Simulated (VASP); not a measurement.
# Ru (R-3m) in VASP: single point with PBEsol

Aim: the single point of Ru with PBEsol.

All numbers are computed with VASP 6.6.1; they aren't measurements. Logs are shortened: lines on timing, memory, paths and dates and some standing lists are left out, and cuts for length are marked.

## Step 1: The cell of the first run

The structure is trigonal, space group R-3m (No. 166). Conventional cell: a = 2.744 Å, b = 2.744 Å, c = 6.448 Å, α = 90.00°, β = 90.00°, γ = 120.00°. Within 3.5 Å of Ru (site symmetry -3m) lie 12 Ru at 2.67 to 2.74 Å.

## Step 2: Single point, PBEsol

File INCAR:

```
SYSTEM = Ru
  PREC = Accurate
  ENCUT = 520
  EDIFF = 1E-6
  ISMEAR = 0
  SIGMA = 0.1
  LREAL = .False.
  LASPH = .True.
  NELM = 60
  ALGO = Fast
  ISIF = 2
  LWAVE = .False.
  LCHARG = .False.
  GGA = PS
  NBANDS = 13
```

File KPOINTS:

```
Automatic mesh
0
Gamma
  15 15 16
  0 0 0
```

File POSCAR:

```
Ru
1.0
    2.7439667434     -0.0000000002      0.0000423147
   -1.3719833719      2.3763449072      0.0000000000
    1.3720157711      0.7921336748      2.1492942347
Ru
1
Direct
    0.0000000000      0.0000000000      0.0000000000
```

Potentials or basis: VASP PAW PBE potentials, release 64 (Ru_pv).

On the command line:

```sh
> cat potpaw_PBE.64/Ru_pv/POTCAR > POTCAR
> mpirun -np 1 vasp_std > vasp.out
```

OUTCAR:

```text
SYSTEM = Ru
   PREC = Accurate
   ENCUT = 520
   EDIFF = 1E-6
   ISMEAR = 0
   LREAL = .False.
   LASPH = .True.
   NELM = 60
   ISIF = 2
   GGA = PS

 ion  position               nearest neighbor table
   1  0.000  0.000  0.000-

  LATTYP: Found a base centered monoclinic cell.
 ALAT       =     4.5811224268
 B/A-ratio  =     0.5989725853
 C/A-ratio  =     0.5828457590
 COS(beta)  =    -0.5501164851

  Lattice vectors:

 A1 = (   1.3719509723,  -0.7921336750,  -2.1492519200)
 A2 = (  -0.0000323996,   1.5842112322,  -2.1492519200)
 A3 = (   1.3720157711,   0.7921336748,   2.1492942347)

Analysis of symmetry for initial positions (statically):
=====================================================================
 Subroutine PRICEL returns:
 Original cell was already a primitive cell.

 Routine SETGRP: Setting up the symmetry group for a
 base centered monoclinic supercell.

 Subroutine GETGRP returns: Found  4 space group operations
 (whereof  4 operations were pure point group operations)
 out of a pool of  4 trial point group operations.

The static configuration has the point symmetry C_2h.

Analysis of symmetry for dynamics (positions and initial velocities):
=====================================================================
 Subroutine PRICEL returns:
 Original cell was already a primitive cell.

 Routine SETGRP: Setting up the symmetry group for a
 base centered monoclinic supercell.

 Subroutine GETGRP returns: Found  4 space group operations
 (whereof  4 operations were pure point group operations)
 out of a pool of  4 trial point group operations.

The dynamic configuration has the point symmetry C_2h.

 Subroutine INISYM returns: Found  4 space group operations
 (whereof  4 operations are pure point group operations),
 and found     1 'primitive' translations

----------------------------------------------------------------------------------------

                                     Primitive cell

  volume of cell :      14.0145

  direct lattice vectors                    reciprocal lattice vectors
     2.743966743 -0.000000000  0.000042315     0.364440687  0.210409929 -0.310190736
    -1.371983372  2.376344907  0.000000000     0.000002392  0.420815715 -0.155095368
     1.372015771  0.792133675  2.149294235    -0.000007175 -0.000004142  0.465275117

  length of vectors
     2.743966744  2.743966744  2.670087778     0.522788337  0.448486833  0.465275117

[... 79 lines left out ...]
   LREAL  =      F    real-space projection
   EDIFFG = 0.1E-04   stopping-criterion for IOM
   NSW    =      0    number of steps for IOM
   IBRION =     -1    ionic relax: 0-MD 1-quasi-New 2-CG
   NFREE  =      0    steps in history (QN), initial steepest desc. (CG)
   ISIF   =      2    stress and relaxation
   ISYM   =      2    0-nonsym 1-usesym 2-fastsym
   POTIM  = 0.5000    time-step for ionic-motion
   TEBEG  =    0.0;   TEEND  =   0.0 temperature during run
   PSTRESS=    0.0 pullay stress
   NELECT =      14.0000    total number of electrons
   NUPDOWN=      -1.0000    fix difference up-down
   EMIN   =  10.00;   EMAX   =-10.00  energy-range for DOS
   EFERMI =   0.00;   METHOD = LEGACY
   ISMEAR =     0;   SIGMA  =   0.10  broadening in eV -4-tet -1-fermi 0-gaus
   EFERMI_NEDOS =   21; number of points for ismear=-14 and -15
   IALGO  =     68    algorithm
   IMIX   =      4    mixing-type and parameters
     AMIX     =   0.40;   BMIX     =  1.00
     AMIX_MAG =   1.60;   BMIX_MAG =  1.00
  volume/ion in A,a.u.               =      14.01        94.57
  Fermi-wavevector in a.u.,A,eV,Ry     =   1.636533  3.092598 36.439656  2.678239
  Thomas-Fermi vector in A             =   2.727823
   LORBIT       =      0    0 simple, 1 ext, 2 COOP (PROOUT), +10 PAW based schemes
   GGA     = PS    functional components
   LHFCALC =     F    Hartree Fock is set to
   AEXX    =    0.0000 exact exchange contribution
   IVDW    =     0    specifies the selected vdW correction
   LEPSILON=     F    determine dielectric tensor
   LRPA    =     F    only Hartree local field effects (RPA)
 non-spin polarized calculation
 RMM-DIIS sequential band-by-band and
 Gauss-broadening in eV      SIGMA  =   0.10
  energy-cutoff  :      520.00
  volume of cell :       14.01
 maximum number of plane-waves:       389
   NGX = 11   NGY = 11   NGZ =  9

 number of electron      13.9999997 magnetization

 Free energy of the ion-electron system (eV)
  ---------------------------------------------------
  ext. energy  EPLUGINS =         0.00000000
  ---------------------------------------------------
  free energy    TOTEN  =       -10.00453796 eV

  energy without entropy =       -9.99942188  energy(sigma->0) =      -10.00197992

 E-fermi :  12.0512     XC(G=0): -14.0828

 val. band max:       12.0493473050   @ k =  -0.1333   0.2000   0.3125
 cond. band min:      12.0523992998   @ k =  -0.1333   0.1333   0.0625
 fundamental gap:      0.0030519948
 Fermi energy:        12.0511616261

 k-point     1 :       0.0000    0.0000    0.0000
  band No.  band energies     occupation
      1     -30.3477      2.00000
      2     -30.3448      2.00000
      3     -30.2819      2.00000
      4       4.2503      2.00000
      5       9.3488      2.00000
      6       9.3532      2.00000
      7       9.9717      2.00000
      8      11.9516      1.84096
      9      11.9536      1.83244
     10      22.4785      0.00000
     11      27.0701      0.00000
     12      32.2350      0.00000
     13      32.2381      0.00000
[... 354 lines left out ...]
  band No.  band energies     occupation
      1     -30.4392      2.00000
      2     -30.3699      2.00000
      3     -30.3009      2.00000
      4       4.7163      2.00000
      5       9.1334      2.00000
      6       9.5259      2.00000
      7      10.1415      2.00000
      8      11.7310      1.99999
      9      12.0094      1.44509
     10      22.4784      0.00000
     11      27.7928      0.00000
     12      30.6991      0.00000
     13      32.6268      0.00000

 [... further k-points ...]
[... 5 lines left out ...]
  --------------------------------------------------------------------------------------
  -------------------------------------------------------------------------------------
  Total       -1.7991346     -1.7794644     -0.0146700     -0.0170350     -0.0004356     -0.0007544
  in kB     -205.6817477   -203.4329906     -1.6771075     -1.9474808     -0.0497936     -0.0862451
  external PRESSURE =    -136.9306153 kB  Pullay stress =       0.0000000 kB

 VOLUME and BASIS-vectors are now :
 -----------------------------------------------------------------------------
  energy-cutoff  :      520.00
  volume of cell :       14.01
      direct lattice vectors                 reciprocal lattice vectors
     2.743966743 -0.000000000  0.000042315     0.364440687  0.210409929 -0.310190736
    -1.371983372  2.376344907  0.000000000     0.000002392  0.420815715 -0.155095368
     1.372015771  0.792133675  2.149294235    -0.000007175 -0.000004142  0.465275117

 POSITION                                       TOTAL-FORCE (eV/Angst)
 -----------------------------------------------------------------------------------
      0.00000      0.00000      0.00000        -0.000000      0.000000      0.000000
 -----------------------------------------------------------------------------------
    total drift:                               -0.000000      0.000000      0.000000

  FREE ENERGIE OF THE ION-ELECTRON SYSTEM (eV)
  ---------------------------------------------------
  free  energy   TOTEN  =       -10.0045379564 eV

  energy  without entropy=       -9.9994218805  energy(sigma->0) =      -10.00197992
```

OSZICAR:

```text
N       E                     dE             d eps       ncg     rms          rms(c)
DAV:   1     0.105688809549E+03    0.10569E+03   -0.84274E+03 25322   0.114E+03
DAV:   2    -0.953985339576E+01   -0.11523E+03   -0.11062E+03 27293   0.324E+02
DAV:   3    -0.108122224017E+02   -0.12724E+01   -0.12676E+01 28438   0.374E+01
DAV:   4    -0.108159171261E+02   -0.36947E-02   -0.36947E-02 27323   0.217E+00
DAV:   5    -0.108159411844E+02   -0.24058E-04   -0.24059E-04 28613   0.160E-01    0.127E+01
RMM:   6    -0.100552759994E+02    0.76067E+00   -0.11873E+00 25611   0.107E+01    0.302E+00
RMM:   7    -0.100093270419E+02    0.45949E-01   -0.10227E-01 25961   0.318E+00    0.643E-01
RMM:   8    -0.100046204608E+02    0.47066E-02   -0.81787E-03 28084   0.108E+00    0.175E-01
RMM:   9    -0.100045350267E+02    0.85434E-04   -0.84397E-04 29704   0.341E-01    0.451E-02
RMM:  10    -0.100045421089E+02   -0.70821E-05   -0.80435E-05 29432   0.103E-01    0.115E-02
RMM:  11    -0.100045382130E+02    0.38958E-05   -0.18555E-05 30148   0.515E-02    0.189E-03
RMM:  12    -0.100045379564E+02    0.25667E-06   -0.26843E-06 23408   0.215E-02
   1 F= -.10004538E+02 E0= -.10001980E+02  d E =-.511608E-02
```

Run time: 84 s. Hardware: 1 thread of Intel Xeon 6975P-C, shared host; peak memory 0.27 GiB.

Results:

- Free energy: -10.0045 eV
- Pressure: -13.7 GPa
- Band gap on the k mesh: zero (band 7 reaches 14.10 eV, above the bottom of band 8 at 10.89 eV)

Stress tensor (GPa, compression positive):
```
-20.57  -0.19  -0.01
 -0.19 -20.34   0.00
 -0.01   0.00  -0.17
```

Caveat: the PAW data sets were made with another functional, which shifts forces and pressure a little.
